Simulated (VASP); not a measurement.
# Pt (P6_3/mmc) in VASP: further runs

Pt is run at these levels: PBEsol; tasks: single point.

All numbers are computed with VASP 6.6.1; they aren't measurements. Logs are shortened: lines on timing, memory, paths and dates and some standing lists are left out, and cuts for length are marked.

### Step 1. The cell of the first run

It takes space group P6_3/mmc (No. 194, hexagonal). Conventional cell: a = 2.747 Å, b = 2.747 Å, c = 4.771 Å, α = 90.00°, β = 90.00°, γ = 120.00°. Within 3.6 Å of Pt (site symmetry -6m2) lie 12 Pt at 2.75 to 2.86 Å.

This isn't the form of Pt at room conditions, which is fcc.

### Step 2. Single point, PBEsol (15.59 Å³/atom)

File INCAR:

```
PREC = Accurate
ENCUT = 520
EDIFF = 1E-6
ISMEAR = 0
SIGMA = 0.1
LREAL = F
LASPH = T
NELM = 80
ALGO = Normal
ISIF = 2
LWAVE = F
LCHARG = F
GGA = PS
NBANDS = 17
```

File KPOINTS:

```
regular mesh
0
Gamma
  18 18 10
```

File POSCAR:

```
Pt
1.0
    2.7470521713      0.0000000000      0.0000000000
   -1.3735260856      2.3790169659      0.0000000000
    0.0000000000      0.0000000000      4.7710805820
Pt
2
Direct
    0.6666666667      0.3333333333      0.7500000000
    0.3333333333      0.6666666667      0.2500000000
```

Potentials or basis: VASP PAW PBE potentials, release 64 (Pt).

Run with:

```console
$ cat potpaw_PBE.64/Pt/POTCAR > POTCAR
$ mpirun -np 1 vasp_std > vasp.out
```

OUTCAR:

```text
PREC = Accurate
   ENCUT = 520
   EDIFF = 1E-6
   ISMEAR = 0
   LREAL = F
   LASPH = T
   NELM = 80
   ISIF = 2
   GGA = PS

 ion  position               nearest neighbor table
   1  0.667  0.333  0.750-   2 2.86   2 2.86   2 2.86   2 2.86   2 2.86   2 2.86
   2  0.333  0.667  0.250-   1 2.86   1 2.86   1 2.86   1 2.86   1 2.86   1 2.86

  LATTYP: Found a hexagonal cell.
 ALAT       =     2.7470521713
 C/A-ratio  =     1.7368001350

  Lattice vectors:

 A1 = (   2.7470521713,   0.0000000000,   0.0000000000)
 A2 = (  -1.3735260856,   2.3790169659,   0.0000000000)
 A3 = (   0.0000000000,   0.0000000000,   4.7710805820)

Analysis of symmetry for initial positions (statically):
=====================================================================
 Subroutine PRICEL returns:
 Original cell was already a primitive cell.

 Routine SETGRP: Setting up the symmetry group for a
 hexagonal supercell.

 Subroutine GETGRP returns: Found 24 space group operations
 (whereof 12 operations were pure point group operations)
 out of a pool of 24 trial point group operations.

The static configuration has the point symmetry D_3d.
 The point group associated with its full space group is D_6h.

Analysis of symmetry for dynamics (positions and initial velocities):
=====================================================================
 Subroutine PRICEL returns:
 Original cell was already a primitive cell.

 Routine SETGRP: Setting up the symmetry group for a
 hexagonal supercell.

 Subroutine GETGRP returns: Found 24 space group operations
 (whereof 12 operations were pure point group operations)
 out of a pool of 24 trial point group operations.

The dynamic configuration has the point symmetry D_3d.
 The point group associated with its full space group is D_6h.

 Subroutine INISYM returns: Found 24 space group operations
 (whereof 12 operations are pure point group operations),
 and found     1 'primitive' translations

----------------------------------------------------------------------------------------

                                     Primitive cell

  volume of cell :      31.1804

  direct lattice vectors                    reciprocal lattice vectors
     2.747052171  0.000000000  0.000000000     0.364026577  0.210170842  0.000000000
    -1.373526086  2.379016966  0.000000000     0.000000000  0.420341685  0.000000000
     0.000000000  0.000000000  4.771080582     0.000000000  0.000000000  0.209596125

  length of vectors
     2.747052171  2.747052171  4.771080582     0.420341685  0.420341685  0.209596125

  position of ions in fractional coordinates (direct lattice)
     0.666666667  0.333333333  0.750000000
     0.333333333  0.666666667  0.250000000

  ion indices of the primitive-cell ions
   primitive index   ion index
                 1           1
                 2           2

----------------------------------------------------------------------------------------

 KPOINTS: regular mesh

Automatic generation of k-mesh.
 Grid dimensions read from file:
 generate k-points for:   18   18   10

 Generating k-lattice:

  Cartesian coordinates                     Fractional coordinates (reciprocal lattice)
     0.020223699  0.011676158  0.000000000     0.055555556  0.000000000  0.000000000
     0.000000000  0.023352316  0.000000000     0.000000000  0.055555556  0.000000000
     0.000000000  0.000000000  0.020959612     0.000000000  0.000000000  0.100000000

  Length of vectors
     0.023352316  0.023352316  0.020959612

  Shift w.r.t. Gamma in fractional coordinates (k-lattice)
     0.000000000  0.000000000  0.000000000

 Subroutine IBZKPT returns following result:
 ===========================================

 Found    222 irreducible k-points:

 Following reciprocal coordinates:
            Coordinates               Weight
  0.000000  0.000000  0.000000      1.000000
  0.055556  0.000000  0.000000      6.000000
  0.111111  0.000000  0.000000      6.000000
  0.166667  0.000000  0.000000      6.000000
  0.222222  0.000000  0.000000      6.000000
  0.277778  0.000000  0.000000      6.000000
[... 16 lines left out ...]
  0.333333  0.111111  0.000000     12.000000
  0.388889  0.111111  0.000000     12.000000
 [... further k-points ...]
   k-points           NKPTS =    222   k-points in BZ     NKDIM =    222   number of bands    NBANDS=     17
   number of dos      NEDOS =    301   number of ions     NIONS =      2
   total plane-waves  NPLWV =  14400
   dimension x,y,z NGX =    20 NGY =   20 NGZ =   36
   dimension x,y,z NGXF=    40 NGYF=   40 NGZF=   72
   ions per type =               2
   NGX,Y,Z   is equivalent  to a cutoff of  12.10, 12.10, 12.54 a.u.
   NGXF,Y,Z  is equivalent  to a cutoff of  24.21, 24.21, 25.09 a.u.
 SYSTEM =  unknown system
   PREC   = accura    normal or accurate (medium, high low for compatibility)
   ISTART =      0    job   : 0-new  1-cont  2-samecut
   ICHARG =      2    charge: 1-file 2-atom 10-const
   ISPIN  =      1    spin polarized calculation?
   LNONCOLLINEAR =      F non collinear calculations
   LSORBIT =      F    spin-orbit coupling
   LASPH  =      T    aspherical Exc in radial PAW
   ENCUT  =  520.0 eV  38.22 Ry    6.18 a.u.   5.11  5.11  8.87*2*pi/ulx,y,z
   NELM   =     80;   NELMIN=  2; NELMDL= -5     # of ELM steps
   EDIFF  = 0.1E-05   stopping-criterion for ELM
   LREAL  =      F    real-space projection
   EDIFFG = 0.1E-04   stopping-criterion for IOM
   NSW    =      0    number of steps for IOM
   IBRION =     -1    ionic relax: 0-MD 1-quasi-New 2-CG
   NFREE  =      0    steps in history (QN), initial steepest desc. (CG)
   ISIF   =      2    stress and relaxation
   ISYM   =      2    0-nonsym 1-usesym 2-fastsym
   POTIM  = 0.5000    time-step for ionic-motion
   TEBEG  =    0.0;   TEEND  =   0.0 temperature during run
   PSTRESS=    0.0 pullay stress
   NELECT =      20.0000    total number of electrons
   NUPDOWN=      -1.0000    fix difference up-down
   EMIN   =  10.00;   EMAX   =-10.00  energy-range for DOS
   EFERMI =   0.00;   METHOD = LEGACY
   ISMEAR =     0;   SIGMA  =   0.10  broadening in eV -4-tet -1-fermi 0-gaus
   EFERMI_NEDOS =   21; number of points for ismear=-14 and -15
   IALGO  =     38    algorithm
   IMIX   =      4    mixing-type and parameters
     AMIX     =   0.40;   BMIX     =  1.00
     AMIX_MAG =   1.60;   BMIX_MAG =  1.00
  volume/ion in A,a.u.               =      15.59       105.21
  Fermi-wavevector in a.u.,A,eV,Ry     =   1.411858  2.668025 27.121088  1.993344
  Thomas-Fermi vector in A             =   2.533666
   LORBIT       =      0    0 simple, 1 ext, 2 COOP (PROOUT), +10 PAW based schemes
   GGA     = PS    functional components
   LHFCALC =     F    Hartree Fock is set to
   AEXX    =    0.0000 exact exchange contribution
   IVDW    =     0    specifies the selected vdW correction
   LEPSILON=     F    determine dielectric tensor
   LRPA    =     F    only Hartree local field effects (RPA)
 non-spin polarized calculation
 Gauss-broadening in eV      SIGMA  =   0.10
  energy-cutoff  :      520.00
  volume of cell :       31.18
 maximum number of plane-waves:       858
   NGX = 11   NGY = 11   NGZ = 17

 number of electron      20.0000000 magnetization

 Free energy of the ion-electron system (eV)
  ---------------------------------------------------
  ext. energy  EPLUGINS =         0.00000000
  ---------------------------------------------------
  free energy    TOTEN  =       -13.78496704 eV

  energy without entropy =      -13.76575391  energy(sigma->0) =      -13.77536047

 E-fermi :  10.4355     XC(G=0): -13.4273

 val. band max:       10.4329135411   @ k =   0.3889   0.1667   0.1000
 cond. band min:      10.4400648314   @ k =   0.2778   0.0000   0.0000
 fundamental gap:      0.0071512903
 Fermi energy:        10.4355335926

 k-point     1 :       0.0000    0.0000    0.0000
  band No.  band energies     occupation
      1       0.5374      2.00000
      2       3.2150      2.00000
      3       6.4067      2.00000
      4       6.9377      2.00000
      5       6.9377      2.00000
      6       7.3108      2.00000
[... 9 lines left out ...]
     16      27.7119      0.00000
     17      31.6158      0.00000

 k-point     2 :       0.0556    0.0000    0.0000
  band No.  band energies     occupation
      1       0.6513      2.00000
      2       3.3209      2.00000
      3       6.4006      2.00000
      4       6.9269      2.00000
      5       7.0254      2.00000
      6       7.2529      2.00000
[... 9 lines left out ...]
     16      27.8690      0.00000
     17      30.8915      0.00000

 k-point     3 :       0.1111    0.0000    0.0000
  band No.  band energies     occupation
      1       0.9848      2.00000
      2       3.6202      2.00000
      3       6.3218      2.00000
      4       6.9386      2.00000
      5       7.1444      2.00000
      6       7.2842      2.00000
[... 9 lines left out ...]
     16      28.0818      0.00000
     17      29.8066      0.00000

 k-point     4 :       0.1667    0.0000    0.0000
  band No.  band energies     occupation
      1       1.5098      2.00000
      2       4.0403      2.00000
      3       6.1678      2.00000
      4       6.7832      2.00000
      5       7.0334      2.00000
      6       7.3267      2.00000
[... 9 lines left out ...]
     16      28.0928      0.00000
     17      28.4693      0.00000

 k-point     5 :       0.2222    0.0000    0.0000
  band No.  band energies     occupation
      1       2.1700      2.00000
      2       4.3961      2.00000
      3       6.1380      2.00000
      4       6.3262      2.00000
      5       6.5735      2.00000
      6       7.7679      2.00000
[... 9 lines left out ...]
     16      27.0808      0.00000
     17      28.7722      0.00000

 k-point     6 :       0.2778    0.0000    0.0000
  band No.  band energies     occupation
      1       2.8620      2.00000
      2       4.4574      2.00000
      3       5.7313      2.00000
      4       6.3341      2.00000
      5       6.5816      2.00000
      6       7.6352      2.00000
[... 9 lines left out ...]
     16      26.0665      0.00000
     17      28.3845      0.00000

 k-point     7 :       0.3333    0.0000    0.0000
  band No.  band energies     occupation
      1       3.4287      2.00000
      2       4.3046      2.00000
      3       5.2596      2.00000
      4       6.4787      2.00000
      5       7.0507      2.00000
      6       7.3755      2.00000
[... 9 lines left out ...]
     16      25.2123      0.00000
     17      25.8992      0.00000

 k-point     8 :       0.3889    0.0000    0.0000
  band No.  band energies     occupation
      1       3.7492      2.00000
      2       4.1213      2.00000
      3       4.9180      2.00000
      4       6.8144      2.00000
      5       7.1740      2.00000
      6       7.3945      2.00000
[... 9 lines left out ...]
     16      23.4471      0.00000
     17      24.4945      0.00000
[... 203 lines left out ...]
      1       1.8173      2.00000
      2       4.3046      2.00000
      3       5.9879      2.00000
      4       6.7593      2.00000
      5       6.7818      2.00000
      6       7.2407      2.00000
[... 9 lines left out ...]
     16      27.8337      0.00000
     17      28.2013      0.00000

 k-point    20 :       0.1667    0.1111    0.0000
  band No.  band energies     occupation
      1       2.4705      2.00000
      2       4.7118      2.00000
      3       5.8145      2.00000
      4       6.1862      2.00000
      5       6.6199      2.00000
      6       7.4113      2.00000
[... 9 lines left out ...]
     16      27.1945      0.00000
     17      28.5165      0.00000

 k-point    21 :       0.2222    0.1111    0.0000
  band No.  band energies     occupation
      1       3.1751      2.00000
      2       4.8086      2.00000
      3       5.6789      2.00000
      4       5.9344      2.00000
      5       6.6041      2.00000
      6       7.1774      2.00000
[... 9 lines left out ...]
     16      26.3051      0.00000
     17      28.5326      0.00000

 k-point    22 :       0.2778    0.1111    0.0000
  band No.  band energies     occupation
      1       3.7733      2.00000
      2       4.6321      2.00000
      3       5.2662      2.00000
      4       6.2300      2.00000
      5       6.8918      2.00000
      6       7.0174      2.00000
[... 9 lines left out ...]
     16      25.5304      0.00000
     17      26.3482      0.00000

 k-point    23 :       0.3333    0.1111    0.0000
  band No.  band energies     occupation
      1       4.1139      2.00000
      2       4.4344      2.00000
      3       4.9631      2.00000
      4       6.6399      2.00000
      5       6.9379      2.00000
      6       7.2796      2.00000
[... 9 lines left out ...]
     16      24.2865      0.00000
     17      24.8611      0.00000

 k-point    24 :       0.3889    0.1111    0.0000
  band No.  band energies     occupation
      1       4.2205      2.00000
      2       4.3124      2.00000
      3       4.7782      2.00000
      4       6.9396      2.00000
      5       7.1062      2.00000
      6       7.2175      2.00000
[... 9 lines left out ...]
     16      22.7451      0.00000
     17      24.3222      0.00000

 [... further k-points ...]

------------------------ aborting loop because EDIFF is reached ----------------------------------------

  FORCE on cell =-STRESS in cart. coord.  units (eV):
  Direction    XX          YY          ZZ          XY          YZ          ZX
  --------------------------------------------------------------------------------------
  -------------------------------------------------------------------------------------
  Total       -1.5326611     -1.5326611     -1.5934786     -0.0000000     -0.0000000      0.0000000
  in kB      -78.7545256    -78.7545256    -81.8795801     -0.0000000     -0.0000000      0.0000000
  external PRESSURE =     -79.7962104 kB  Pullay stress =       0.0000000 kB

 VOLUME and BASIS-vectors are now :
 -----------------------------------------------------------------------------
  energy-cutoff  :      520.00
  volume of cell :       31.18
      direct lattice vectors                 reciprocal lattice vectors
     2.747052171  0.000000000  0.000000000     0.364026577  0.210170842  0.000000000
    -1.373526086  2.379016966  0.000000000     0.000000000  0.420341685  0.000000000
     0.000000000  0.000000000  4.771080582     0.000000000  0.000000000  0.209596125

 POSITION                                       TOTAL-FORCE (eV/Angst)
 -----------------------------------------------------------------------------------
      1.37353      0.79301      3.57831        -0.000000      0.000000      0.000000
     -0.00000      1.58601      1.19277         0.000000     -0.000000      0.000000
 -----------------------------------------------------------------------------------
    total drift:                               -0.000000      0.000000     -0.000000

  FREE ENERGIE OF THE ION-ELECTRON SYSTEM (eV)
  ---------------------------------------------------
  free  energy   TOTEN  =       -13.7849670392 eV

  energy  without entropy=      -13.7657539085  energy(sigma->0) =      -13.77536047
```

Wall time 33 s (1 thread of Intel Xeon 6975P-C (Granite Rapids), shared host); peak memory 0.21 GiB.

What came out:

| Quantity | Value |
| --- | --- |
| Free energy | -13.7850 eV |
| Pressure | -8.0 GPa |
| Band gap on the k mesh | zero (bands 10 and 11 overlap by 1.31 eV) |

Stress tensor (GPa, compression positive):
```
-7.88  0.00  0.00
 0.00 -7.88  0.00
 0.00  0.00 -8.19
```

Caveat: the cell stands under tension; the PAW data sets were made with another functional, which shifts forces and pressure a little; spin-orbit coupling is left out, which moves the levels of the heavy elements.

### Step 3. Single point, PBEsol

This run uses another cell than the first one, of 15.81 Å³/atom.

File INCAR:

```
PREC     = Accurate       # precision mode
ENCUT    = 520            # plane-wave cutoff, eV
EDIFF    = 1E-6           # SCF threshold, eV
ISMEAR   = 0              # smearing method
SIGMA    = 0.1            # smearing width, eV
LREAL    = False          # projectors in reciprocal space
LASPH    = True           # aspherical terms in the spheres
NELM     = 100            # most SCF steps
ALGO     = Normal         # electronic algorithm
ISIF     = 2              # what is computed and relaxed
LWAVE    = False          # write WAVECAR
LCHARG   = False          # write CHGCAR
GGA      = PS             # functional
NBANDS   = 17             # bands
```

KPOINTS is that of step 2.

File POSCAR:

```
Pt
1.0
    2.7606656158      0.0000000000      0.0000000000
   -1.3803328079      2.3908065546      0.0000000000
    0.0000000000      0.0000000000      4.7921340000
Pt
2
Direct
    0.6666666700      0.3333333300      0.7500000000
    0.3333333300      0.6666666700      0.2500000000
```

Potentials or basis: VASP PAW PBE potentials, release 64 (Pt).

Run with:

```console
$ cat potpaw_PBE.64/Pt/POTCAR > POTCAR
$ mpirun -np 1 vasp_std > vasp.out
```

Run time: 35 s. Hardware: 1 thread of Intel Xeon 6975P-C (Granite Rapids), shared host; peak memory 0.23 GiB.

It converged, with:

| Property | Result |
| --- | --- |
| Free energy | -13.7583 eV |
| Pressure | -11.3 GPa |
| Band gap on the k mesh | zero (bands 10 and 11 overlap by 1.27 eV) |

Stress tensor (GPa, compression positive):
```
-11.38   0.00   0.00
  0.00 -11.38   0.00
  0.00   0.00 -11.10
```

Levels at points of the mesh, in eV from the Fermi level:
```tsv
k point	band 8	band 9	band 10	band 11	band 12	band 13
(0.00, 0.00, 0.00)	-1.78	-1.78	-0.77	-0.20	-0.20	4.64
(0.50, 0.00, 0.00)	0.02	0.30	0.50	2.24	3.71	7.21
(0.00, 0.00, 0.50)	-3.41	-0.78	-0.78	-0.78	-0.78	11.86
(0.50, 0.00, 0.50)	-0.86	0.41	0.41	1.67	1.67	6.42
```

Caveat: the cell stands under tension; the PAW data sets were made with another functional, which shifts forces and pressure a little; spin-orbit coupling is left out, which moves the levels of the heavy elements.
